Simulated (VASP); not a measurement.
# Cu (Cmcm) in VASP: a series of runs

Cu is run at these levels: PBEsol; tasks: single point.

Program: VASP 6.6.1. These are calculated values, not measurements. Logs are shortened: lines on timing, memory, paths and dates and some standing lists are left out, and cuts for length are marked.

**1. The cell of the first run**

The structure is orthorhombic, space group Cmcm (No. 63). Conventional cell: a = 2.353 Å, b = 7.678 Å, c = 2.390 Å, α = 90.00°, β = 90.00°, γ = 90.00°. Within 3.1 Å of Cu (site symmetry m2m) lie 10 Cu at 2.35 to 2.45 Å.

**2. Single point, PBEsol**

INCAR

```
PREC = Accurate
ENCUT = 520
EDIFF = 1E-6
ISMEAR = -1
SIGMA = 0.1
LREAL = F
LASPH = T
NELM = 60
ALGO = Normal
ISIF = 2
LWAVE = F
LCHARG = F
GGA = PS
NBANDS = 18
```

KPOINTS

```
Automatic mesh
0
Gamma
  12 12 12
```

POSCAR

```
Cu
1.0
    1.1764140575     -3.8391507482      0.0000000000
    1.1764140575      3.8391507482      0.0000000000
    0.0000000000      0.0000000000      2.3900651096
Cu
2
Direct
    0.1338670000      0.8661330000      0.2500000000
    0.8661330000      0.1338670000      0.7500000000
```

Potentials or basis: VASP PAW PBE potentials, release 64 (Cu).

Command:

```sh
cat potpaw_PBE.64/Cu/POTCAR > POTCAR
mpirun -np 1 vasp_std > vasp.out
```

OUTCAR:

```text
PREC = Accurate
   ENCUT = 520
   EDIFF = 1E-6
   ISMEAR = -1
   LREAL = F
   LASPH = T
   NELM = 60
   ISIF = 2
   GGA = PS

 ion  position               nearest neighbor table
   1  0.134  0.866  0.250-   2 2.38   2 2.38   2 2.45   2 2.45   2 2.45   2 2.45
   2  0.866  0.134  0.750-   1 2.38   1 2.38   1 2.45   1 2.45   1 2.45   1 2.45

  LATTYP: Found a base centered orthorhombic cell.
 ALAT       =     2.3528281150
 B/A-ratio  =     3.2634349477
 C/A-ratio  =     1.0158264832

  Lattice vectors:

 A1 = (   1.1764140575,  -3.8391507482,   0.0000000000)
 A2 = (   1.1764140575,   3.8391507482,   0.0000000000)
 A3 = (   0.0000000000,   0.0000000000,   2.3900651096)

Analysis of symmetry for initial positions (statically):
=====================================================================
 Subroutine PRICEL returns:
 Original cell was already a primitive cell.

 Routine SETGRP: Setting up the symmetry group for a
 base centered orthorhombic supercell.

 Subroutine GETGRP returns: Found  8 space group operations
 (whereof  4 operations were pure point group operations)
 out of a pool of  8 trial point group operations.

The static configuration has the point symmetry C_2h.
 The point group associated with its full space group is D_2h.

Analysis of symmetry for dynamics (positions and initial velocities):
=====================================================================
 Subroutine PRICEL returns:
 Original cell was already a primitive cell.

 Routine SETGRP: Setting up the symmetry group for a
 base centered orthorhombic supercell.

 Subroutine GETGRP returns: Found  8 space group operations
 (whereof  4 operations were pure point group operations)
 out of a pool of  8 trial point group operations.

The dynamic configuration has the point symmetry C_2h.
 The point group associated with its full space group is D_2h.

 Subroutine INISYM returns: Found  8 space group operations
 (whereof  4 operations are pure point group operations),
 and found     1 'primitive' translations

----------------------------------------------------------------------------------------

                                     Primitive cell
[... 77 lines left out ...]
   dimension x,y,z NGXF=    60 NGYF=   60 NGZF=   36
   ions per type =               2
   NGX,Y,Z   is equivalent  to a cutoff of  12.42, 12.42, 12.52 a.u.
   NGXF,Y,Z  is equivalent  to a cutoff of  24.84, 24.84, 25.04 a.u.
 SYSTEM =  unknown system
   PREC   = accura    normal or accurate (medium, high low for compatibility)
   ISTART =      0    job   : 0-new  1-cont  2-samecut
   ICHARG =      2    charge: 1-file 2-atom 10-const
   ISPIN  =      1    spin polarized calculation?
   LNONCOLLINEAR =      F non collinear calculations
   LSORBIT =      F    spin-orbit coupling
   LASPH  =      T    aspherical Exc in radial PAW
   ENCUT  =  520.0 eV  38.22 Ry    6.18 a.u.   7.47  7.47  4.44*2*pi/ulx,y,z
   NELM   =     60;   NELMIN=  2; NELMDL= -5     # of ELM steps
   EDIFF  = 0.1E-05   stopping-criterion for ELM
   LREAL  =      F    real-space projection
   EDIFFG = 0.1E-04   stopping-criterion for IOM
   NSW    =      0    number of steps for IOM
   IBRION =     -1    ionic relax: 0-MD 1-quasi-New 2-CG
   NFREE  =      0    steps in history (QN), initial steepest desc. (CG)
   ISIF   =      2    stress and relaxation
   ISYM   =      2    0-nonsym 1-usesym 2-fastsym
   POTIM  = 0.5000    time-step for ionic-motion
   TEBEG  =    0.0;   TEEND  =   0.0 temperature during run
   PSTRESS=    0.0 pullay stress
   NELECT =      22.0000    total number of electrons
   NUPDOWN=      -1.0000    fix difference up-down
   EMIN   =  10.00;   EMAX   =-10.00  energy-range for DOS
   EFERMI =   0.00;   METHOD = LEGACY
   ISMEAR =    -1;   SIGMA  =   0.10  broadening in eV -4-tet -1-fermi 0-gaus
   EFERMI_NEDOS =   21; number of points for ismear=-14 and -15
   IALGO  =     38    algorithm
   IMIX   =      4    mixing-type and parameters
     AMIX     =   0.40;   BMIX     =  1.00
     AMIX_MAG =   1.60;   BMIX_MAG =  1.00
  volume/ion in A,a.u.               =      10.79        72.85
  Fermi-wavevector in a.u.,A,eV,Ry     =   1.647419  3.113170 36.926059  2.713989
  Thomas-Fermi vector in A             =   2.736881
   LORBIT       =      0    0 simple, 1 ext, 2 COOP (PROOUT), +10 PAW based schemes
   GGA     = PS    functional components
   LHFCALC =     F    Hartree Fock is set to
   AEXX    =    0.0000 exact exchange contribution
   IVDW    =     0    specifies the selected vdW correction
   LEPSILON=     F    determine dielectric tensor
   LRPA    =     F    only Hartree local field effects (RPA)
 non-spin polarized calculation
  energy-cutoff  :      520.00
  volume of cell :       21.59
 maximum number of plane-waves:       597
 NGX is ok and might be reduce to    30
   NGX = 15   NGY = 15   NGZ =  9

 number of electron      22.0000005 magnetization

 Free energy of the ion-electron system (eV)
  ---------------------------------------------------
  ext. energy  EPLUGINS =         0.00000000
  ---------------------------------------------------
  free energy    TOTEN  =        -8.18547275 eV

  energy without entropy =       -8.16679995  energy(sigma->0) =       -8.17613635

 E-fermi :   8.5874     XC(G=0): -13.4065

 val. band max:        8.5459347460   @ k =   0.2500   0.1667   0.3333
 cond. band min:       8.5917863570   @ k =  -0.0833   0.0833   0.5000
 fundamental gap:      0.0458516110
 Fermi energy:         8.5873999322

 k-point     1 :       0.0000    0.0000    0.0000
  band No.  band energies     occupation
      1      -1.5293      2.00000
      2       2.9521      2.00000
      3       3.8216      2.00000
      4       4.3834      2.00000
      5       5.2082      2.00000
      6       5.5181      2.00000
[... 481 lines left out ...]
      5       5.0497      2.00000
      6       5.5766      2.00000
[... 10 lines left out ...]
     17      30.4281      0.00000
     18      31.1954      0.00000

 [... further k-points ...]
[... 5 lines left out ...]
  --------------------------------------------------------------------------------------
  -------------------------------------------------------------------------------------
  Total        2.4357915      2.6272145      2.6877523      0.0000000      0.0000000      0.0000000
  in kB      180.7655187    194.9714504    199.4640927      0.0000000      0.0000000      0.0000000
  external PRESSURE =     191.7336873 kB  Pullay stress =       0.0000000 kB

 VOLUME and BASIS-vectors are now :
 -----------------------------------------------------------------------------
  energy-cutoff  :      520.00
  volume of cell :       21.59
      direct lattice vectors                 reciprocal lattice vectors
     1.176414057 -3.839150748  0.000000000     0.425020423 -0.130237136  0.000000000
     1.176414057  3.839150748  0.000000000     0.425020423  0.130237136  0.000000000
     0.000000000  0.000000000  2.390065110     0.000000000  0.000000000  0.418398644

 POSITION                                       TOTAL-FORCE (eV/Angst)
 -----------------------------------------------------------------------------------
      1.17641      2.81128      0.59752         0.000000      0.152200     -0.000000
      1.17641     -2.81128      1.79255         0.000000     -0.152200      0.000000
 -----------------------------------------------------------------------------------
    total drift:                                0.000000      0.000000      0.000000

  FREE ENERGIE OF THE ION-ELECTRON SYSTEM (eV)
  ---------------------------------------------------
  free  energy   TOTEN  =        -8.1854727540 eV

  energy  without entropy=       -8.1667999508  energy(sigma->0) =       -8.17613635
```

It took 50 s on 1 thread of Intel Xeon 6975P-C (Granite Rapids), shared host; peak memory 0.21 GiB.

Results:

```
Free energy            : -8.1855 eV
Pressure               : 19.2 GPa
Largest force          : 0.152 eV/Å
Band gap on the k mesh : zero (bands 11 and 12 overlap by 5.84 eV)
```

Forces on the atoms (eV/Å):
```
Cu   0.000  0.152  0.000
Cu   0.000 -0.152  0.000
```

Stress tensor (GPa, compression positive):
```
18.08  0.00  0.00
 0.00 19.50  0.00
 0.00  0.00 19.95
```

Caveat: the cell stands under pressure; the PAW data sets were made with another functional, which shifts forces and pressure a little.

**3. Single point, PBEsol**

This run uses another cell than the first one, of 11.09 Å³/atom.

INCAR

```
PREC = Accurate ; ENCUT = 520
EDIFF = 1E-6 ; ISMEAR = -1
SIGMA = 0.1 ; LREAL = False
LASPH = True ; NELM = 100
ALGO = Normal ; ISIF = 2
LWAVE = False ; LCHARG = False
GGA = PS ; NBANDS = 18
```

KPOINTS

```
regular mesh
0
Gamma
  12 12 12
```

POSCAR

```
Cu
1.0
    1.1872074499     -3.8743742822      0.0000000000
    1.1872074499      3.8743742822      0.0000000000
    0.0000000000      0.0000000000      2.4119935374
Cu
2
Direct
    0.1338670000      0.8661330000      0.2500000000
    0.8661330000      0.1338670000      0.7500000000
```

Potentials or basis: VASP PAW PBE potentials, release 64 (Cu).

Command:

```sh
cat potpaw_PBE.64/Cu/POTCAR > POTCAR
mpirun -np 1 vasp_std > vasp.out
```

OUTCAR:

```text
PREC = Accurate
   ENCUT = 520
   EDIFF = 1E-6
   ISMEAR = -1
   LREAL = False
   LASPH = True
   NELM = 100
   ISIF = 2
   GGA = PS

 ion  position               nearest neighbor table
   1  0.134  0.866  0.250-   2 2.40   2 2.40   2 2.47   2 2.47   2 2.47   2 2.47
   2  0.866  0.134  0.750-   1 2.40   1 2.40   1 2.47   1 2.47   1 2.47   1 2.47

  LATTYP: Found a base centered orthorhombic cell.
 ALAT       =     2.3744148998
 B/A-ratio  =     3.2634349477
 C/A-ratio  =     1.0158264832

  Lattice vectors:

 A1 = (   1.1872074499,  -3.8743742822,   0.0000000000)
 A2 = (   1.1872074499,   3.8743742822,   0.0000000000)
 A3 = (   0.0000000000,   0.0000000000,   2.4119935374)

Analysis of symmetry for initial positions (statically):
=====================================================================
 Subroutine PRICEL returns:
 Original cell was already a primitive cell.

 Routine SETGRP: Setting up the symmetry group for a
 base centered orthorhombic supercell.

 Subroutine GETGRP returns: Found  8 space group operations
 (whereof  4 operations were pure point group operations)
 out of a pool of  8 trial point group operations.

The static configuration has the point symmetry C_2h.
 The point group associated with its full space group is D_2h.

Analysis of symmetry for dynamics (positions and initial velocities):
=====================================================================
 Subroutine PRICEL returns:
 Original cell was already a primitive cell.

 Routine SETGRP: Setting up the symmetry group for a
 base centered orthorhombic supercell.

 Subroutine GETGRP returns: Found  8 space group operations
 (whereof  4 operations were pure point group operations)
 out of a pool of  8 trial point group operations.

The dynamic configuration has the point symmetry C_2h.
 The point group associated with its full space group is D_2h.

 Subroutine INISYM returns: Found  8 space group operations
[... 106 lines left out ...]
   TEBEG  =    0.0;   TEEND  =   0.0 temperature during run
   PSTRESS=    0.0 pullay stress
   NELECT =      22.0000    total number of electrons
   NUPDOWN=      -1.0000    fix difference up-down
   EMIN   =  10.00;   EMAX   =-10.00  energy-range for DOS
   EFERMI =   0.00;   METHOD = LEGACY
   ISMEAR =    -1;   SIGMA  =   0.10  broadening in eV -4-tet -1-fermi 0-gaus
   EFERMI_NEDOS =   21; number of points for ismear=-14 and -15
   IALGO  =     38    algorithm
   IMIX   =      4    mixing-type and parameters
     AMIX     =   0.40;   BMIX     =  1.00
     AMIX_MAG =   1.60;   BMIX_MAG =  1.00
  volume/ion in A,a.u.               =      11.09        74.87
  Fermi-wavevector in a.u.,A,eV,Ry     =   1.632441  3.084867 36.257691  2.664865
  Thomas-Fermi vector in A             =   2.724411
   LORBIT       =      0    0 simple, 1 ext, 2 COOP (PROOUT), +10 PAW based schemes
   GGA     = PS    functional components
   LHFCALC =     F    Hartree Fock is set to
   AEXX    =    0.0000 exact exchange contribution
   IVDW    =     0    specifies the selected vdW correction
   LEPSILON=     F    determine dielectric tensor
   LRPA    =     F    only Hartree local field effects (RPA)
 non-spin polarized calculation
  energy-cutoff  :      520.00
  volume of cell :       22.19
 maximum number of plane-waves:       616
   NGX = 15   NGY = 15   NGZ =  9

 number of electron      22.0000004 magnetization

 Free energy of the ion-electron system (eV)
  ---------------------------------------------------
  ext. energy  EPLUGINS =         0.00000000
  ---------------------------------------------------
  free energy    TOTEN  =        -8.24569769 eV

  energy without entropy =       -8.22671433  energy(sigma->0) =       -8.23620601

 E-fermi :   8.2108     XC(G=0): -13.2423

 val. band max:        8.2045534108   @ k =  -0.0833   0.0833   0.5000
 cond. band min:       8.2203340013   @ k =  -0.2500   0.1667   0.5000
 fundamental gap:      0.0157805905
 Fermi energy:         8.2108322887

 k-point     1 :       0.0000    0.0000    0.0000
  band No.  band energies     occupation
      1      -1.6785      2.00000
      2       2.7596      2.00000
      3       3.5995      2.00000
      4       4.1391      2.00000
      5       4.9323      2.00000
      6       5.2296      2.00000
[... 481 lines left out ...]
      5       4.7803      2.00000
      6       5.2858      2.00000
[... 10 lines left out ...]
     17      29.7102      0.00000
     18      30.5145      0.00000

 [... further k-points ...]
[... 5 lines left out ...]
  --------------------------------------------------------------------------------------
  -------------------------------------------------------------------------------------
  Total        1.6923500      1.8173596      1.8856222      0.0000000      0.0000000      0.0000000
  in kB      122.1986629    131.2251633    136.1541676      0.0000000      0.0000000      0.0000000
  external PRESSURE =     129.8593313 kB  Pullay stress =       0.0000000 kB

 VOLUME and BASIS-vectors are now :
 -----------------------------------------------------------------------------
  energy-cutoff  :      520.00
  volume of cell :       22.19
      direct lattice vectors                 reciprocal lattice vectors
     1.187207450 -3.874374282  0.000000000     0.421156387 -0.129053097  0.000000000
     1.187207450  3.874374282  0.000000000     0.421156387  0.129053097  0.000000000
     0.000000000  0.000000000  2.411993537     0.000000000  0.000000000  0.414594809

 POSITION                                       TOTAL-FORCE (eV/Angst)
 -----------------------------------------------------------------------------------
      1.18721      2.83707      0.60300         0.000000      0.105052      0.000000
      1.18721     -2.83707      1.80900         0.000000     -0.105052     -0.000000
 -----------------------------------------------------------------------------------
    total drift:                                0.000000      0.000000      0.000000

  FREE ENERGIE OF THE ION-ELECTRON SYSTEM (eV)
  ---------------------------------------------------
  free  energy   TOTEN  =        -8.2456976920 eV

  energy  without entropy=       -8.2267143279  energy(sigma->0) =       -8.23620601
```

OSZICAR:

```text
N       E                     dE             d eps       ncg     rms          rms(c)
DAV:   1     0.118685580108E+03    0.11869E+03   -0.10468E+04 11928   0.221E+03
DAV:   2    -0.421898274731E+01   -0.12290E+03   -0.11653E+03 10858   0.290E+02
DAV:   3    -0.103072628601E+02   -0.60883E+01   -0.58803E+01 12142   0.862E+01
DAV:   4    -0.103703854121E+02   -0.63123E-01   -0.63079E-01 12832   0.938E+00
DAV:   5    -0.103712239664E+02   -0.83855E-03   -0.83852E-03 13360   0.953E-01    0.118E+01
DAV:   6    -0.898874936367E+01    0.13825E+01   -0.12463E+01 11610   0.103E+02    0.535E+00
DAV:   7    -0.827614772035E+01    0.71260E+00   -0.23097E+00 11854   0.407E+01    0.823E-01
DAV:   8    -0.825086318521E+01    0.25285E-01   -0.24559E-02 13690   0.202E+00    0.520E-01
DAV:   9    -0.824592733074E+01    0.49359E-02   -0.49181E-03 13852   0.198E+00    0.851E-02
DAV:  10    -0.824569492456E+01    0.23241E-03   -0.30365E-04 17274   0.240E-01    0.699E-03
DAV:  11    -0.824569755992E+01   -0.26354E-05   -0.67432E-06 11824   0.231E-02    0.380E-03
DAV:  12    -0.824569769199E+01   -0.13208E-06   -0.50380E-07  6940   0.130E-02
   1 F= -.82456977E+01 E0= -.82362060E+01  d E =-.189834E-01
```

Wall time 47 s (1 thread of Intel Xeon 6975P-C (Granite Rapids), shared host); peak memory 0.21 GiB.

Results:

| Property | Result |
| --- | --- |
| Free energy | -8.2457 eV |
| Pressure | 13.0 GPa |
| Largest force | 0.105 eV/Å |
| Band gap on the k mesh | zero (bands 11 and 12 overlap by 5.75 eV) |

Forces in eV/Å, atoms in the order of the input:
```
Cu   0.000  0.105  0.000
Cu   0.000 -0.105  0.000
```

Stress tensor (GPa, compression positive):
```
12.22  0.00  0.00
 0.00 13.12  0.00
 0.00  0.00 13.62
```

Caveat: the cell stands under pressure; the PAW data sets were made with another functional, which shifts forces and pressure a little.

[end of part 1 of 2]
